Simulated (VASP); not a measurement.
# C (P6_3/mmc) in VASP: notebook, part 2 of 2

VASP 6.6.1. The steps go on from the part before.

## (3) Single point, r2SCAN+D3(BJ)

The input, POSCAR:

```
C
1.0
    2.4554649024      0.0000000000      0.0000000000
   -1.2277324512      2.1264949836      0.0000000000
    0.0000000000      0.0000000000      6.7303738214
C
4
Direct
    0.0000000000      0.0000000000      0.7500000000
    0.0000000000      0.0000000000      0.2500000000
    0.3333333333      0.6666666667      0.7500000000
    0.6666666667      0.3333333333      0.2500000000
```

The input, INCAR.step1:

```
SYSTEM = C
  PREC = Accurate
  ENCUT = 520
  ISMEAR = -1
  SIGMA = 0.15
  LREAL = .FALSE.
  LASPH = .TRUE.
  NELM = 60
  NBANDS = 16
  GGA = PE
  ALGO = Normal
  EDIFF = 1E-4
  LWAVE = .TRUE.
  LCHARG = .FALSE.
```

The input, INCAR.step2:

```
SYSTEM = C
  PREC = Accurate
  ENCUT = 520
  EDIFF = 1E-6
  ISMEAR = -1
  SIGMA = 0.15
  LREAL = .FALSE.
  LASPH = .TRUE.
  NELM = 60
  ALGO = Normal
  ISIF = 2
  LWAVE = .FALSE.
  LCHARG = .FALSE.
  METAGGA = R2SCAN
  LMIXTAU = .TRUE.
  IVDW = 12
  VDW_S6 = 1.0
  VDW_S8 = 0.78981345
  VDW_A1 = 0.49484001
  VDW_A2 = 5.73083694
  NBANDS = 16
  ISTART = 1
```

The input, KPOINTS:

```
Automatic mesh
0
G
  21 21 6
  0 0 0
```

Potentials or basis: VASP PAW PBE potentials, release 64 (C).

Started as:

```bash
$ cat potpaw_PBE.64/C/POTCAR > POTCAR
$ cp INCAR.step1 INCAR
$ mpirun -np 1 vasp_std > vasp.out
$ cp INCAR.step2 INCAR
$ mpirun -np 1 vasp_std > vasp.out
```

OUTCAR:

```text
SYSTEM = C
   PREC = Accurate
   ENCUT = 520
   EDIFF = 1E-6
   ISMEAR = -1
   LREAL = .FALSE.
   LASPH = .TRUE.
   NELM = 60
   ISIF = 2
   METAGGA = R2SCAN
   IVDW = 12
   ISTART = 1
 IVDW          = 12

 ion  position               nearest neighbor table
   1  0.000  0.000  0.750-   3 1.42   3 1.42   3 1.42
   2  0.000  0.000  0.250-   4 1.42   4 1.42   4 1.42
   3  0.333  0.667  0.750-   1 1.42   1 1.42   1 1.42
   4  0.667  0.333  0.250-   2 1.42   2 1.42   2 1.42

  LATTYP: Found a hexagonal cell.
 ALAT       =     2.4554649024
 C/A-ratio  =     2.7409774071

  Lattice vectors:

 A1 = (   2.4554649024,   0.0000000000,   0.0000000000)
 A2 = (  -1.2277324512,   2.1264949836,   0.0000000000)
 A3 = (   0.0000000000,   0.0000000000,   6.7303738214)

Analysis of symmetry for initial positions (statically):
=====================================================================
 Subroutine PRICEL returns:
 Original cell was already a primitive cell.

 Routine SETGRP: Setting up the symmetry group for a
 hexagonal supercell.

 Subroutine GETGRP returns: Found 24 space group operations
 (whereof 12 operations were pure point group operations)
 out of a pool of 24 trial point group operations.

The static configuration has the point symmetry D_3d.
 The point group associated with its full space group is D_6h.

Analysis of symmetry for dynamics (positions and initial velocities):
=====================================================================
 Subroutine PRICEL returns:
 Original cell was already a primitive cell.

 Routine SETGRP: Setting up the symmetry group for a
 hexagonal supercell.

 Subroutine GETGRP returns: Found 24 space group operations
 (whereof 12 operations were pure point group operations)
 out of a pool of 24 trial point group operations.

The dynamic configuration has the point symmetry D_3d.
 The point group associated with its full space group is D_6h.

 Subroutine INISYM returns: Found 24 space group operations
 (whereof 12 operations are pure point group operations),
 and found     1 'primitive' translations

----------------------------------------------------------------------------------------

                                     Primitive cell

  volume of cell :      35.1429

  direct lattice vectors                    reciprocal lattice vectors
     2.455464902  0.000000000  0.000000000     0.407254854  0.235128700  0.000000000
    -1.227732451  2.126494984  0.000000000     0.000000000  0.470257399  0.000000000
     0.000000000  0.000000000  6.730373821     0.000000000  0.000000000  0.148580157

  length of vectors
     2.455464902  2.455464902  6.730373821     0.470257399  0.470257399  0.148580157

  position of ions in fractional coordinates (direct lattice)
     0.000000000  0.000000000  0.750000000
     0.000000000  0.000000000  0.250000000
     0.333333333  0.666666667  0.750000000
     0.666666667  0.333333333  0.250000000

  ion indices of the primitive-cell ions
   primitive index   ion index
                 1           1
                 2           2
                 3           3
                 4           4

----------------------------------------------------------------------------------------

 KPOINTS: Automatic mesh

Automatic generation of k-mesh.
 Grid dimensions read from file:
[... 23 lines left out ...]
  0.047619  0.000000  0.000000      6.000000
  0.095238  0.000000  0.000000      6.000000
  0.142857  0.000000  0.000000      6.000000
  0.190476  0.000000  0.000000      6.000000
  0.238095 -0.000000  0.000000      6.000000
[... 16 lines left out ...]
  0.142857  0.095238  0.000000     12.000000
  0.190476  0.095238  0.000000     12.000000
 [... further k-points ...]
   k-points           NKPTS =    192   k-points in BZ     NKDIM =    192   number of bands    NBANDS=     16
   number of dos      NEDOS =    301   number of ions     NIONS =      4
   total plane-waves  NPLWV =  16200
   dimension x,y,z NGX =    18 NGY =   18 NGZ =   50
   dimension x,y,z NGXF=    36 NGYF=   36 NGZF=  100
   ions per type =               4
   NGX,Y,Z   is equivalent  to a cutoff of  12.19, 12.19, 12.35 a.u.
   NGXF,Y,Z  is equivalent  to a cutoff of  24.37, 24.37, 24.70 a.u.
 SYSTEM =  C
   PREC   = accura    normal or accurate (medium, high low for compatibility)
   ISTART =      1    job   : 0-new  1-cont  2-samecut
   ICHARG =      0    charge: 1-file 2-atom 10-const
   ISPIN  =      1    spin polarized calculation?
   LNONCOLLINEAR =      F non collinear calculations
   LSORBIT =      F    spin-orbit coupling
   LASPH  =      T    aspherical Exc in radial PAW
   ENCUT  =  520.0 eV  38.22 Ry    6.18 a.u.   4.57  4.57 12.51*2*pi/ulx,y,z
   NELM   =     60;   NELMIN=  2; NELMDL=  0     # of ELM steps
   EDIFF  = 0.1E-05   stopping-criterion for ELM
   LREAL  =      F    real-space projection
   EDIFFG = 0.1E-04   stopping-criterion for IOM
   NSW    =      0    number of steps for IOM
   IBRION =     -1    ionic relax: 0-MD 1-quasi-New 2-CG
   NFREE  =      0    steps in history (QN), initial steepest desc. (CG)
   ISIF   =      2    stress and relaxation
   ISYM   =      2    0-nonsym 1-usesym 2-fastsym
   POTIM  = 0.5000    time-step for ionic-motion
   TEBEG  =    0.0;   TEEND  =   0.0 temperature during run
   PSTRESS=    0.0 pullay stress
   NELECT =      16.0000    total number of electrons
   NUPDOWN=      -1.0000    fix difference up-down
   EMIN   =  10.00;   EMAX   =-10.00  energy-range for DOS
   EFERMI =   0.00;   METHOD = LEGACY
   ISMEAR =    -1;   SIGMA  =   0.15  broadening in eV -4-tet -1-fermi 0-gaus
   EFERMI_NEDOS =   21; number of points for ismear=-14 and -15
   IALGO  =     38    algorithm
   IMIX   =      4    mixing-type and parameters
     AMIX     =   0.40;   BMIX     =  1.00
     AMIX_MAG =   1.60;   BMIX_MAG =  1.00
  volume/ion in A,a.u.               =       8.79        59.29
  Fermi-wavevector in a.u.,A,eV,Ry     =   1.259416  2.379950 21.580577  1.586128
  Thomas-Fermi vector in A             =   2.392976
   LORBIT       =      0    0 simple, 1 ext, 2 COOP (PROOUT), +10 PAW based schemes
   METAGGA = R2SCAN    functional components
   LHFCALC =     F    Hartree Fock is set to
   AEXX    =    0.0000 exact exchange contribution
   IVDW    =    12    specifies the selected vdW correction
   LEPSILON=     F    determine dielectric tensor
   LRPA    =     F    only Hartree local field effects (RPA)
 non-spin polarized calculation
  energy-cutoff  :      520.00
  volume of cell :       35.14
 maximum number of plane-waves:       979
   NGX =  9   NGY =  9   NGZ = 25

 number of electron      15.9999994 magnetization

 Free energy of the ion-electron system (eV)
  ---------------------------------------------------
  ext. energy  EPLUGINS =         0.00000000
  ---------------------------------------------------
  free energy    TOTEN  =       -39.74733905 eV

  energy without entropy =      -39.74304087  energy(sigma->0) =      -39.74518996

 E-fermi :   4.6756     XC(G=0): -11.1237

 val. band max:        4.6739470803   @ k =   0.3333   0.3333   0.5000
 cond. band min:       5.0248680388   @ k =   0.3333   0.3333   0.3333
 fundamental gap:      0.3509209586
 Fermi energy:         4.6756329195

 k-point     1 :       0.0000    0.0000    0.0000
  band No.  band energies     occupation
      1     -16.3108      2.00000
      2     -16.0209      2.00000
      3      -4.3674      2.00000
      4      -2.3828      2.00000
      5       1.4634      2.00000
      6       1.4634      2.00000
[... 433 lines left out ...]
      3      -3.0216      2.00000
      4      -2.9420      2.00000
      5      -2.4500      2.00000
      6      -1.2070      2.00000
[... 8 lines left out ...]
     15      17.2347      0.00000
     16      17.4657      0.00000

 [... further k-points ...]

------------------------ aborting loop because EDIFF is reached ----------------------------------------

 Edisp (eV)   -0.30425

 E8    (eV) :    -0.0636

  FORCE on cell =-STRESS in cart. coord.  units (eV):
  Direction    XX          YY          ZZ          XY          YZ          ZX
  --------------------------------------------------------------------------------------
  -------------------------------------------------------------------------------------
  Total       0.23584     0.23584    -0.02528     0.00000     0.00000     0.00000
  in kB      10.75222    10.75222    -1.15243     0.00000     0.00000     0.00000
  external pressure =        6.78 kB  Pullay stress =        0.00 kB

 VOLUME and BASIS-vectors are now :
 -----------------------------------------------------------------------------
  energy-cutoff  :      520.00
  volume of cell :       35.14
      direct lattice vectors                 reciprocal lattice vectors
     2.455464902  0.000000000  0.000000000     0.407254854  0.235128700  0.000000000
    -1.227732451  2.126494984  0.000000000     0.000000000  0.470257399  0.000000000
     0.000000000  0.000000000  6.730373821     0.000000000  0.000000000  0.148580157

 POSITION                                       TOTAL-FORCE (eV/Angst)
 -----------------------------------------------------------------------------------
      0.00000      0.00000      5.04778        -0.000000     -0.000000     -0.000000
      0.00000      0.00000      1.68259         0.000000      0.000000      0.000000
     -0.00000      1.41766      5.04778         0.000000     -0.000000     -0.000000
      1.22773      0.70883      1.68259        -0.000000      0.000000      0.000000
 -----------------------------------------------------------------------------------
    total drift:                               -0.000000      0.000000      0.000000

  FREE ENERGIE OF THE ION-ELECTRON SYSTEM (eV)
  ---------------------------------------------------
  free  energy   TOTEN  =       -40.0515920258 eV

  energy  without entropy=      -40.0472938488  energy(sigma->0) =      -40.04944294
```

It took 5.2 min on 1 thread of Intel Xeon Platinum 8259CL at 2.50GHz (Skylake/Cascade Lake), shared host; peak memory 0.21 GiB.

Results:

```
Free energy                : -40.0516 eV
Pressure                   : 0.7 GPa
Band gap on the k mesh     : zero (band 8 reaches 4.67 eV, above the bottom of band 9 at 4.64 eV)
Dispersion energy per atom : -0.076 eV
```

Levels at points of the mesh, in eV from the Fermi level:
```tsv
k point	band 4	band 5	band 6	band 7	band 8	band 9	band 10	band 11	band 12	band 13
(0.00, 0.00, 0.00)	-7.06	-3.21	-3.21	-3.19	-3.19	4.41	8.72	8.72	8.77	8.77
(0.00, 0.00, 0.50)	-8.15	-3.20	-3.20	-3.20	-3.20	7.16	7.16	8.74	8.74	8.74
```

Caveat: the PAW data sets were made with another functional, which shifts forces and pressure a little.
